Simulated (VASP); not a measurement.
# Si in VASP: single point with PBE

Aim: the single point of Si with PBE.

All numbers are computed with VASP 6.6.1; they aren't measurements. Logs are shortened: lines on timing, memory, paths and dates and some standing lists are left out, and cuts for length are marked.

## 1. The cell of the first run

The cell holds a slab with vacuum, 17 atoms: a = 7.735 Å, b = 7.735 Å, c = 19.612 Å, α = 90.00°, β = 90.00°, γ = 90.00°.

## 2. Single point, PBE, collinear spin

The input, INCAR:

```
PREC     = Accurate       # precision mode
ENCUT    = 520            # plane-wave cutoff, eV
EDIFF    = 1E-6           # SCF threshold, eV
ISMEAR   = 0              # smearing method
SIGMA    = 0.05           # smearing width, eV
LREAL    = Auto         
LASPH    = T              # aspherical terms in the spheres
NELM     = 150            # most SCF steps
ALGO     = Normal         # electronic algorithm
ISIF     = 2              # what is computed and relaxed
LWAVE    = F              # write WAVECAR
LCHARG   = F              # write CHGCAR
ISPIN    = 2              # spin polarisation
MAGMOM   = 0 0 0 0 0 0 0 0 0 0 0 0 0 0 0 0 2 # initial moments
LORBIT   = 11             # projections on sites
LDIPOL   = T            
IDIPOL   = 3            
DIPOL    = 0.5 0.5 0.320
GGA      = PE             # functional
NBANDS   = 52             # bands
KPAR     = 4
```

The input, KPOINTS:

```
Automatic mesh
0
Gamma
  4 4 1
```

The input, POSCAR:

```
Si
1.0
    7.7350714452      0.0000000000      0.0000000000
    0.0000000000      7.7350714452      0.0000000000
    0.0000000000      0.0000000000     19.6115149587
Si
17
Direct
    0.0000000000      0.2500000000      0.2039618055
    0.0000000000      0.7500000000      0.2039618055
    0.5000000000      0.2500000000      0.2039618055
    0.5000000000      0.7500000000      0.2039618055
    0.0000000000      0.0000000000      0.2736851477
    0.0000000000      0.5000000000      0.2736851477
    0.5000000000      0.0000000000      0.2736851477
    0.5000000000      0.5000000000      0.2736851477
    0.2500000000      0.0000000000      0.3452315372
    0.2500000000      0.5000000000      0.3452315372
    0.7500000000      0.0000000000      0.3452315372
    0.7500000000      0.5000000000      0.3452315372
    0.2500000000      0.2500000000      0.4136098091
    0.2500000000      0.7500000000      0.4136098091
    0.7500000000      0.2500000000      0.4136098091
    0.7500000000      0.7500000000      0.4136098091
    0.4375000000      0.2500000000      0.5016165292
```

Potentials or basis: VASP PAW PBE potentials, release 64 (Si).

On the command line:

```
$ cat potpaw_PBE.64/Si/POTCAR > POTCAR
$ mpirun -np 4 vasp_std > vasp.out
```

OUTCAR:

```text
PREC = Accurate
   ENCUT = 520
   EDIFF = 1E-6
   ISMEAR = 0
   LREAL = Auto
   LASPH = T
   NELM = 150
   ISIF = 2
   ISPIN = 2
   LORBIT = 11
   GGA = PE

 ion  position               nearest neighbor table
   1  0.000  0.250  0.204-   5 2.37   6 2.37
   2  0.000  0.750  0.204-   5 2.37   6 2.37
   3  0.500  0.250  0.204-   7 2.37   8 2.37
   4  0.500  0.750  0.204-   7 2.37   8 2.37
   5  0.000  0.000  0.274-   1 2.37   2 2.37   9 2.39  11 2.39
   6  0.000  0.500  0.274-   1 2.37   2 2.37  10 2.39  12 2.39
   7  0.500  0.000  0.274-   3 2.37   4 2.37   9 2.39  11 2.39
   8  0.500  0.500  0.274-   3 2.37   4 2.37  10 2.39  12 2.39
   9  0.250  0.000  0.345-  13 2.35  14 2.35   5 2.39   7 2.39
  10  0.250  0.500  0.345-  13 2.35  14 2.35   6 2.39   8 2.39
  11  0.750  0.000  0.345-  15 2.35  16 2.35   5 2.39   7 2.39
  12  0.750  0.500  0.345-  15 2.35  16 2.35   6 2.39   8 2.39
  13  0.250  0.250  0.414-  17 2.25  10 2.35   9 2.35
  14  0.250  0.750  0.414-   9 2.35  10 2.35
  15  0.750  0.250  0.414-  11 2.35  12 2.35  17 2.97
  16  0.750  0.750  0.414-  11 2.35  12 2.35
  17  0.438  0.250  0.502-  13 2.25  15 2.97

  LATTYP: Found a simple tetragonal cell.
 ALAT       =     7.7350714452
 C/A-ratio  =     2.5354019155

  Lattice vectors:

 A1 = (   7.7350714452,   0.0000000000,   0.0000000000)
 A2 = (   0.0000000000,   7.7350714452,   0.0000000000)
 A3 = (   0.0000000000,   0.0000000000,  19.6115149587)

Analysis of symmetry for initial positions (statically):
=====================================================================
 Subroutine PRICEL returns:
 Original cell was already a primitive cell.

 Routine SETGRP: Setting up the symmetry group for a
 simple tetragonal supercell.

 Subroutine GETGRP returns: Found  2 space group operations
 (whereof  1 operations were pure point group operations)
 out of a pool of 16 trial point group operations.

The static configuration has the point symmetry C_1 .
 The point group associated with its full space group is C_1h.

Analysis of symmetry for dynamics (positions and initial velocities):
=====================================================================
 Subroutine PRICEL returns:
 Original cell was already a primitive cell.

 Routine SETGRP: Setting up the symmetry group for a
 simple tetragonal supercell.

 Subroutine GETGRP returns: Found  2 space group operations
 (whereof  1 operations were pure point group operations)
 out of a pool of 16 trial point group operations.

The dynamic configuration has the point symmetry C_1 .
 The point group associated with its full space group is C_1h.

Analysis of structural, dynamic, and magnetic symmetry:
=====================================================================
 Subroutine PRICEL returns:
 Original cell was already a primitive cell.

 Routine SETGRP: Setting up the symmetry group for a
 simple tetragonal supercell.

 Subroutine GETGRP returns: Found  2 space group operations
 (whereof  1 operations were pure point group operations)
 out of a pool of 16 trial point group operations.

The overall configuration has the point symmetry C_1 .
 The point group associated with its full space group is C_1h.

 Subroutine INISYM returns: Found  2 space group operations
 (whereof  1 operations are pure point group operations),
 and found     1 'primitive' translations

----------------------------------------------------------------------------------------

                                     Primitive cell

  volume of cell :    1173.3830

  direct lattice vectors                    reciprocal lattice vectors
     7.735071445  0.000000000  0.000000000     0.129281288  0.000000000  0.000000000
     0.000000000  7.735071445  0.000000000     0.000000000  0.129281288  0.000000000
     0.000000000  0.000000000 19.611514959     0.000000000  0.000000000  0.050990451

  length of vectors
     7.735071445  7.735071445 19.611514959     0.129281288  0.129281288  0.050990451

  position of ions in fractional coordinates (direct lattice)
     0.000000000  0.250000000  0.203961806
     0.000000000  0.750000000  0.203961806
     0.500000000  0.250000000  0.203961806
     0.500000000  0.750000000  0.203961806
     0.000000000  0.000000000  0.273685148
     0.000000000  0.500000000  0.273685148
[... 9 lines left out ...]
     0.750000000  0.750000000  0.413609809
     0.437500000  0.250000000  0.501616529

  ion indices of the primitive-cell ions
   primitive index   ion index
                 1           1
                 2           2
                 3           3
                 4           4
                 5           5
                 6           6
[... 47 lines left out ...]
 -0.250000  0.500000  0.000000      2.000000
  0.500000  0.500000  0.000000      1.000000
   k-points           NKPTS =      9   k-points in BZ     NKDIM =      9   number of bands    NBANDS=     52
   number of dos      NEDOS =    301   number of ions     NIONS =     17
   total plane-waves  NPLWV = 540000
   dimension x,y,z NGX =    60 NGY =   60 NGZ =  150
   dimension x,y,z NGXF=   120 NGYF=  120 NGZF=  300
   ions per type =              17
   NGX,Y,Z   is equivalent  to a cutoff of  12.90, 12.90, 12.72 a.u.
   NGXF,Y,Z  is equivalent  to a cutoff of  25.79, 25.79, 25.43 a.u.
 SYSTEM =  unknown system
   PREC   = accura    normal or accurate (medium, high low for compatibility)
   ISTART =      0    job   : 0-new  1-cont  2-samecut
   ICHARG =      2    charge: 1-file 2-atom 10-const
   ISPIN  =      2    spin polarized calculation?
   LNONCOLLINEAR =      F non collinear calculations
   LSORBIT =      F    spin-orbit coupling
   LASPH  =      T    aspherical Exc in radial PAW
   ENCUT  =  520.0 eV  38.22 Ry    6.18 a.u.  14.38 14.38 36.46*2*pi/ulx,y,z
   NELM   =    150;   NELMIN=  2; NELMDL= -5     # of ELM steps
   EDIFF  = 0.1E-05   stopping-criterion for ELM
   LREAL  =      T    real-space projection
   EDIFFG = 0.1E-04   stopping-criterion for IOM
   NSW    =      0    number of steps for IOM
   IBRION =     -1    ionic relax: 0-MD 1-quasi-New 2-CG
   NFREE  =      0    steps in history (QN), initial steepest desc. (CG)
   ISIF   =      2    stress and relaxation
   ISYM   =      2    0-nonsym 1-usesym 2-fastsym
   POTIM  = 0.5000    time-step for ionic-motion
   TEBEG  =    0.0;   TEEND  =   0.0 temperature during run
   PSTRESS=    0.0 pullay stress
   NELECT =      68.0000    total number of electrons
   NUPDOWN=      -1.0000    fix difference up-down
   EMIN   =  10.00;   EMAX   =-10.00  energy-range for DOS
   EFERMI =   0.00;   METHOD = LEGACY
   ISMEAR =     0;   SIGMA  =   0.05  broadening in eV -4-tet -1-fermi 0-gaus
   EFERMI_NEDOS =   21; number of points for ismear=-14 and -15
   IALGO  =     38    algorithm
   IMIX   =      4    mixing-type and parameters
     AMIX     =   0.40;   BMIX     =  1.00
     AMIX_MAG =   1.60;   BMIX_MAG =  1.00
  volume/ion in A,a.u.               =      69.02       465.79
  Fermi-wavevector in a.u.,A,eV,Ry     =   0.633526  1.197191  5.460771  0.401355
  Thomas-Fermi vector in A             =   1.697212
   LORBIT       =     11    0 simple, 1 ext, 2 COOP (PROOUT), +10 PAW based schemes
   GGA     = PE    functional components
   LHFCALC =     F    Hartree Fock is set to
   AEXX    =    0.0000 exact exchange contribution
   IVDW    =     0    specifies the selected vdW correction
   LEPSILON=     F    determine dielectric tensor
   LRPA    =     F    only Hartree local field effects (RPA)
 spin polarized calculation
 Gauss-broadening in eV      SIGMA  =   0.05
  energy-cutoff  :      520.00
  volume of cell :     1173.38
 maximum number of plane-waves:     31641
 NGX is ok and might be reduce to    60
   NGX = 29   NGY = 29   NGZ = 73

 dipolmoment           0.000000      0.000000      0.323077 electrons x Angstroem

 number of electron      67.9999994 magnetization       0.9580200

 dipolmoment           0.000000      0.000000     -0.093455 electrons x Angstroem

 Free energy of the ion-electron system (eV)
  ---------------------------------------------------
  ext. energy  EPLUGINS =         0.00000000
  ---------------------------------------------------
  free energy    TOTEN  =       -76.68190801 eV

  energy without entropy =      -76.66696707  energy(sigma->0) =      -76.67443754

 E-fermi :  -1.9249     XC(G=0):  -3.7890

 val. band max:       -1.9248803272   @ k =   0.0000   0.0000   0.0000
 cond. band min:      -1.9207739261   @ k =   0.2500   0.0000   0.0000
 fundamental gap:      0.0041064011
 Fermi energy:        -1.9248550658

 spin component 1

 k-point     1 :       0.0000    0.0000    0.0000
  band No.  band energies     occupation
      1     -12.8439      1.00000
      2     -11.4034      1.00000
      3     -11.3761      1.00000
      4     -11.1026      1.00000
      5     -10.8990      1.00000
      6     -10.0056      1.00000
[... 430 lines left out ...]
     45       1.8322      0.00000
     46       2.0184      0.00000
 Fermi energy:        -1.9248550658

 spin component 2

 k-point     1 :       0.0000    0.0000    0.0000
  band No.  band energies     occupation
      1     -12.8099      1.00000
      2     -11.3809      1.00000
      3     -11.3449      1.00000
      4     -11.0611      1.00000
      5     -10.8434      1.00000
      6      -9.9700      1.00000
[... 430 lines left out ...]
     45       1.8920      0.00000
     46       2.0548      0.00000
 [bands above 46 left out]

------------------------ aborting loop because EDIFF is reached ----------------------------------------

 vacuum level on the upper side and lower side of the slab       (xc-potential included)        -0.262         0.008

  FORCE on cell =-STRESS in cart. coord.  units (eV):
  Direction    XX          YY          ZZ          XY          YZ          ZX
  --------------------------------------------------------------------------------------
  -------------------------------------------------------------------------------------
  Total      -13.3159747     -5.2712283     -1.1779260      0.0000000      0.0000000      2.0117314
  in kB      -18.1820874     -7.1975155     -1.6083805      0.0000000      0.0000000      2.7468869
  external PRESSURE =      -8.9959945 kB  Pullay stress =       0.0000000 kB

 VOLUME and BASIS-vectors are now :
 -----------------------------------------------------------------------------
  energy-cutoff  :      520.00
  volume of cell :     1173.38
      direct lattice vectors                 reciprocal lattice vectors
     7.735071445  0.000000000  0.000000000     0.129281288  0.000000000  0.000000000
     0.000000000  7.735071445  0.000000000     0.000000000  0.129281288  0.000000000
     0.000000000  0.000000000 19.611514959     0.000000000  0.000000000  0.050990451

 POSITION                                       TOTAL-FORCE (eV/Angst)
 -----------------------------------------------------------------------------------
      0.00000      1.93377      4.00000         0.012140      0.000000      0.348409
      0.00000      5.80130      4.00000         0.095154      0.000000      0.118022
      3.86754      1.93377      4.00000        -0.032480      0.000000      0.188697
      3.86754      5.80130      4.00000        -0.007119      0.000000      0.058226
      0.00000      0.00000      5.36738        -0.045485     -0.080776     -0.168248
      0.00000      3.86754      5.36738        -0.045485      0.080776     -0.168248
[... 9 lines left out ...]
      5.80130      5.80130      8.11151        -0.024224      0.000000      0.049367
      3.38409      1.93377      9.83746         1.062567      0.000000     -0.003811
 -----------------------------------------------------------------------------------
    total drift:                                0.003512     -0.000000      0.021257

  FREE ENERGIE OF THE ION-ELECTRON SYSTEM (eV)
  ---------------------------------------------------
  free  energy   TOTEN  =       -76.6819080130 eV

  energy  without entropy=      -76.6669670679  energy(sigma->0) =      -76.67443754

 vacuum level on the upper side and lower side of the slab         2.937         3.216

 total charge

# of ion       s       p       d       tot
------------------------------------------
    1        0.866   0.709   0.000   1.575
    2        0.861   0.716   0.000   1.578
    3        0.865   0.712   0.000   1.577
    4        0.864   0.715   0.000   1.579
    5        0.772   0.890   0.000   1.662
    6        0.772   0.890   0.000   1.662
[... 9 lines left out ...]
   16        0.860   0.723   0.000   1.582
   17        0.916   0.631   0.000   1.547
--------------------------------------------------
tot         13.919  13.625   0.000  27.543

 magnetization (x)

# of ion       s       p       d       tot
------------------------------------------
    1       -0.001  -0.000   0.000  -0.001
    2        0.008   0.054   0.000   0.062
    3        0.000   0.008   0.000   0.008
    4        0.008   0.063   0.000   0.070
    5        0.000   0.007   0.000   0.007
    6        0.000   0.007   0.000   0.007
[... 9 lines left out ...]
   16        0.003   0.029   0.000   0.032
   17        0.001   0.012   0.000   0.013
--------------------------------------------------
tot          0.030   0.282   0.000   0.312
```

Wall time 16 min (4 MPI ranks of Intel Xeon Platinum 8488C (Sapphire Rapids), shared host); peak memory 1.8 GiB.

Results:

- Free energy: -76.6819 eV
- Largest force: 1.063 eV/Å
- Net moment: 0.96 μB per cell
- Site moments: Si -0.00, +0.06, +0.01, +0.07, +0.02, +0.04, +0.03 (each value once) μB
- Valence electrons inside the program's atomic spheres: Si 1.57, 1.58, 1.66, 1.65, 1.67, 1.55 (each value once)

Forces on the atoms (eV/Å):
```
Si   0.012  0.000  0.348
Si   0.095  0.000  0.118
Si  -0.032  0.000  0.189
Si  -0.007  0.000  0.058
Si  -0.045 -0.081 -0.168
Si  -0.045  0.081 -0.168
Si  -0.019  0.044 -0.156
Si  -0.019 -0.044 -0.156
Si  -0.043 -0.273 -0.045
Si  -0.043  0.273 -0.045
Si   0.000 -0.165  0.034
Si   0.000  0.165  0.034
Si  -0.043  0.000 -0.665
Si   0.032  0.000  0.151
Si  -0.880  0.000  0.425
Si  -0.024  0.000  0.049
Si   1.063  0.000 -0.004
```

Caveat: a moment this small can come from the mesh or the smearing.
